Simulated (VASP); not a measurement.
# Rb (Im-3m) in VASP: settings compared, part 2 of 3

VASP 6.6.1. Earlier steps stand in the parts before.

## (4) Single point, PBE (volume scaled by 1.08)

File INCAR:

```
SYSTEM = Rb
PREC = Accurate ; ENCUT = 520
EDIFF = 1E-6 ; ISMEAR = -1
SIGMA = 0.1 ; LREAL = .False.
LASPH = .True. ; NELM = 60
ALGO = Normal ; ISIF = 2
LWAVE = .False. ; LCHARG = .True.
GGA = PE ; LELF = .True.
LVHAR = .True. ; NBANDS = 10
```

File KPOINTS:

```
Automatic mesh
0
Gamma
  13 13 13
  0 0 0
```

File POSCAR:

```
Rb
1.0
   -2.9095975295      2.9095975295      2.9095975295
    2.9095975295     -2.9095975295      2.9095975295
    2.9095975295      2.9095975295     -2.9095975295
Rb
1
Direct
    0.0000000000      0.0000000000      0.0000000000
```

Potentials or basis: VASP PAW PBE potentials, release 64 (Rb_sv).

The run is started by

```sh
$ cat potpaw_PBE.64/Rb_sv/POTCAR > POTCAR
$ mpirun -np 1 vasp_std > vasp.out
```

OUTCAR:

```text
SYSTEM = Rb
   PREC = Accurate
   ENCUT = 520
   EDIFF = 1E-6
   ISMEAR = -1
   LREAL = .False.
   LASPH = .True.
   NELM = 60
   ISIF = 2
   GGA = PE

 ion  position               nearest neighbor table
   1  0.000  0.000  0.000-

  LATTYP: Found a body centered cubic cell.
 ALAT       =     5.8191950590

  Lattice vectors:

 A1 = (  -2.9095975295,   2.9095975295,   2.9095975295)
 A2 = (   2.9095975295,  -2.9095975295,   2.9095975295)
 A3 = (   2.9095975295,   2.9095975295,  -2.9095975295)

Analysis of symmetry for initial positions (statically):
=====================================================================
 Subroutine PRICEL returns:
 Original cell was already a primitive cell.

 Routine SETGRP: Setting up the symmetry group for a
 body centered cubic supercell.

 Subroutine GETGRP returns: Found 48 space group operations
 (whereof 48 operations were pure point group operations)
 out of a pool of 48 trial point group operations.

The static configuration has the point symmetry O_h .

Analysis of symmetry for dynamics (positions and initial velocities):
=====================================================================
 Subroutine PRICEL returns:
 Original cell was already a primitive cell.

 Routine SETGRP: Setting up the symmetry group for a
 body centered cubic supercell.

 Subroutine GETGRP returns: Found 48 space group operations
 (whereof 48 operations were pure point group operations)
 out of a pool of 48 trial point group operations.

The dynamic configuration has the point symmetry O_h .

 Subroutine INISYM returns: Found 48 space group operations
 (whereof 48 operations are pure point group operations),
 and found     1 'primitive' translations

----------------------------------------------------------------------------------------

                                     Primitive cell

  volume of cell :      98.5278

  direct lattice vectors                    reciprocal lattice vectors
    -2.909597530  2.909597530  2.909597530     0.000000000  0.171845073  0.171845073
     2.909597530 -2.909597530  2.909597530     0.171845073  0.000000000  0.171845073
     2.909597530  2.909597530 -2.909597530     0.171845073  0.171845073  0.000000000

  length of vectors
     5.039570751  5.039570751  5.039570751     0.243025633  0.243025633  0.243025633

  position of ions in fractional coordinates (direct lattice)
     0.000000000  0.000000000  0.000000000

  ion indices of the primitive-cell ions
   primitive index   ion index
                 1           1

----------------------------------------------------------------------------------------

 KPOINTS: Automatic mesh

Automatic generation of k-mesh.
 Grid dimensions read from file:
 generate k-points for:   13   13   13

 Generating k-lattice:

  Cartesian coordinates                     Fractional coordinates (reciprocal lattice)
     0.000000000  0.013218852  0.013218852     0.076923077  0.000000000  0.000000000
     0.013218852  0.000000000  0.013218852     0.000000000  0.076923077  0.000000000
     0.013218852  0.013218852  0.000000000     0.000000000  0.000000000  0.076923077

  Length of vectors
     0.018694279  0.018694279  0.018694279

  Shift w.r.t. Gamma in fractional coordinates (k-lattice)
     0.000000000  0.000000000  0.000000000

 Subroutine IBZKPT returns following result:
 ===========================================

 Found     84 irreducible k-points:

 Following reciprocal coordinates:
            Coordinates               Weight
  0.000000  0.000000  0.000000      1.000000
  0.076923  0.000000  0.000000     12.000000
  0.153846  0.000000  0.000000     12.000000
  0.230769  0.000000  0.000000     12.000000
  0.307692  0.000000  0.000000     12.000000
  0.384615  0.000000  0.000000     12.000000
[... 16 lines left out ...]
  0.153846  0.076923  0.076923     24.000000
  0.230769  0.076923  0.076923     24.000000
 [... further k-points ...]
   k-points           NKPTS =     84   k-points in BZ     NKDIM =     84   number of bands    NBANDS=     10
   number of dos      NEDOS =    301   number of ions     NIONS =      1
   total plane-waves  NPLWV =  64000
   dimension x,y,z NGX =    40 NGY =   40 NGZ =   40
   dimension x,y,z NGXF=    80 NGYF=   80 NGZF=   80
   ions per type =               1
   NGX,Y,Z   is equivalent  to a cutoff of  13.20, 13.20, 13.20 a.u.
   NGXF,Y,Z  is equivalent  to a cutoff of  26.39, 26.39, 26.39 a.u.
 SYSTEM =  Rb
   PREC   = accura    normal or accurate (medium, high low for compatibility)
   ISTART =      0    job   : 0-new  1-cont  2-samecut
   ICHARG =      2    charge: 1-file 2-atom 10-const
   ISPIN  =      1    spin polarized calculation?
   LNONCOLLINEAR =      F non collinear calculations
   LSORBIT =      F    spin-orbit coupling
   LASPH  =      T    aspherical Exc in radial PAW
   ENCUT  =  520.0 eV  38.22 Ry    6.18 a.u.   9.37  9.37  9.37*2*pi/ulx,y,z
   NELM   =     60;   NELMIN=  2; NELMDL= -5     # of ELM steps
   EDIFF  = 0.1E-05   stopping-criterion for ELM
   LREAL  =      F    real-space projection
   EDIFFG = 0.1E-04   stopping-criterion for IOM
   NSW    =      0    number of steps for IOM
   IBRION =     -1    ionic relax: 0-MD 1-quasi-New 2-CG
   NFREE  =      0    steps in history (QN), initial steepest desc. (CG)
   ISIF   =      2    stress and relaxation
   ISYM   =      2    0-nonsym 1-usesym 2-fastsym
   POTIM  = 0.5000    time-step for ionic-motion
   TEBEG  =    0.0;   TEEND  =   0.0 temperature during run
   PSTRESS=    0.0 pullay stress
   NELECT =       9.0000    total number of electrons
   NUPDOWN=      -1.0000    fix difference up-down
   EMIN   =  10.00;   EMAX   =-10.00  energy-range for DOS
   EFERMI =   0.00;   METHOD = LEGACY
   ISMEAR =    -1;   SIGMA  =   0.10  broadening in eV -4-tet -1-fermi 0-gaus
   EFERMI_NEDOS =   21; number of points for ismear=-14 and -15
   IALGO  =     38    algorithm
   IMIX   =      4    mixing-type and parameters
     AMIX     =   0.40;   BMIX     =  1.00
     AMIX_MAG =   1.60;   BMIX_MAG =  1.00
  volume/ion in A,a.u.               =      98.53       664.90
  Fermi-wavevector in a.u.,A,eV,Ry     =   0.737286  1.393269  7.396003  0.543591
  Thomas-Fermi vector in A             =   1.830931
   LORBIT       =      0    0 simple, 1 ext, 2 COOP (PROOUT), +10 PAW based schemes
   GGA     = PE    functional components
   LHFCALC =     F    Hartree Fock is set to
   AEXX    =    0.0000 exact exchange contribution
   IVDW    =     0    specifies the selected vdW correction
   LEPSILON=     F    determine dielectric tensor
   LRPA    =     F    only Hartree local field effects (RPA)
 non-spin polarized calculation
  energy-cutoff  :      520.00
  volume of cell :       98.53
 maximum number of plane-waves:      2673
 NGX is ok and might be reduce to    40
   NGX = 19   NGY = 19   NGZ = 19

 number of electron       9.0000000 magnetization

 Free energy of the ion-electron system (eV)
  ---------------------------------------------------
  ext. energy  EPLUGINS =         0.00000000
  ---------------------------------------------------
  free energy    TOTEN  =        -0.94683986 eV

  energy without entropy =       -0.91602391  energy(sigma->0) =       -0.93143189

 E-fermi :  -0.1582     XC(G=0):  -5.2790

 val. band max:       -0.1659355035   @ k =  -0.3077   0.3077   0.3077
 cond. band min:      -0.1356233986   @ k =  -0.3846   0.4615   0.0769
 fundamental gap:      0.0303121049
 Fermi energy:        -0.1582458184

 k-point     1 :       0.0000    0.0000    0.0000
  band No.  band energies     occupation
      1     -29.1058      2.00000
      2     -13.1546      2.00000
      3     -13.1546      2.00000
      4     -13.1546      2.00000
      5      -2.0265      2.00000
      6       3.4446      0.00000
      7       3.4446      0.00000
      8       3.4446      0.00000
      9       4.3253      0.00000
     10       4.3253      0.00000

 k-point     2 :       0.0769    0.0000    0.0000
  band No.  band energies     occupation
      1     -29.1057      2.00000
      2     -13.1588      2.00000
      3     -13.1560      2.00000
      4     -13.1546      2.00000
      5      -1.9613      2.00000
      6       3.3421      0.00000
      7       3.3494      0.00000
      8       3.5027      0.00000
      9       4.1725      0.00000
     10       4.2977      0.00000
[... 274 lines left out ...]
 k-point    24 :       0.2308    0.0769    0.0769
  band No.  band energies     occupation
      1     -29.1038      2.00000
      2     -13.2056      2.00000
      3     -13.1705      2.00000
      4     -13.1581      2.00000
      5      -0.9265      1.99908
      6       1.8414      0.00000
      7       2.3606      0.00000
      8       4.0533      0.00000
      9       4.3931      0.00000
     10       4.5053      0.00000

 [... further k-points ...]
[... 5 lines left out ...]
  --------------------------------------------------------------------------------------
  -------------------------------------------------------------------------------------
  Total       -0.1106743     -0.1106743     -0.1106743     -0.0000000     -0.0000000      0.0000000
  in kB       -1.7996933     -1.7996933     -1.7996933     -0.0000000     -0.0000000      0.0000000
  external PRESSURE =      -1.7996933 kB  Pullay stress =       0.0000000 kB

 VOLUME and BASIS-vectors are now :
 -----------------------------------------------------------------------------
  energy-cutoff  :      520.00
  volume of cell :       98.53
      direct lattice vectors                 reciprocal lattice vectors
    -2.909597530  2.909597530  2.909597530     0.000000000  0.171845073  0.171845073
     2.909597530 -2.909597530  2.909597530     0.171845073  0.000000000  0.171845073
     2.909597530  2.909597530 -2.909597530     0.171845073  0.171845073  0.000000000

 POSITION                                       TOTAL-FORCE (eV/Angst)
 -----------------------------------------------------------------------------------
      0.00000      0.00000      0.00000         0.000000     -0.000000      0.000000
 -----------------------------------------------------------------------------------
    total drift:                                0.000000     -0.000000     -0.000000

  FREE ENERGIE OF THE ION-ELECTRON SYSTEM (eV)
  ---------------------------------------------------
  free  energy   TOTEN  =        -0.9468398630 eV

  energy  without entropy=       -0.9160239112  energy(sigma->0) =       -0.93143189
```

OSZICAR:

```text
N       E                     dE             d eps       ncg     rms          rms(c)
DAV:   1     0.436332399050E+02    0.43633E+02   -0.32726E+03  1680   0.654E+02
DAV:   2     0.201326921384E+01   -0.41620E+02   -0.40906E+02  1888   0.122E+02
DAV:   3    -0.813237607537E+00   -0.28265E+01   -0.28186E+01  2182   0.333E+01
DAV:   4    -0.942890246645E+00   -0.12965E+00   -0.12939E+00  2412   0.589E+00
DAV:   5    -0.944703287606E+00   -0.18130E-02   -0.18128E-02  2266   0.648E-01    0.110E+00
DAV:   6    -0.945592189405E+00   -0.88890E-03   -0.16932E-03  2278   0.242E-01    0.655E-01
DAV:   7    -0.946699991130E+00   -0.11078E-02   -0.29888E-03  1960   0.318E-01    0.430E-02
DAV:   8    -0.946831356954E+00   -0.13137E-03   -0.13176E-04  1966   0.885E-02    0.177E-02
DAV:   9    -0.946840004675E+00   -0.86477E-05   -0.80213E-06  2430   0.220E-02    0.499E-03
DAV:  10    -0.946839863011E+00    0.14166E-06   -0.26200E-06  2162   0.862E-03
   1 F= -.94683986E+00 E0= -.93143189E+00  d E =-.308160E-01
```

stdout:

```text
POSCAR found type information on POSCAR Rb
 POSCAR found :  1 types and       1 ions
 scaLAPACK will be used
 LDA part: xc-table for (Slater+PW92), standard interpolation
 POSCAR, INCAR and KPOINTS ok, starting setup
 FFT: planning ... GRIDC
 FFT: planning ... GRID_SOFT
 FFT: planning ... GRID
 WAVECAR not read
 entering main loop
```

It took 82 s on 1 thread of Intel Xeon Platinum 8259CL at 2.50GHz (Skylake/Cascade Lake), shared host; peak memory 0.27 GiB.

What came out:

* Free energy: -0.9468 eV
* Pressure: -0.2 GPa

[end of part 2 of 3]
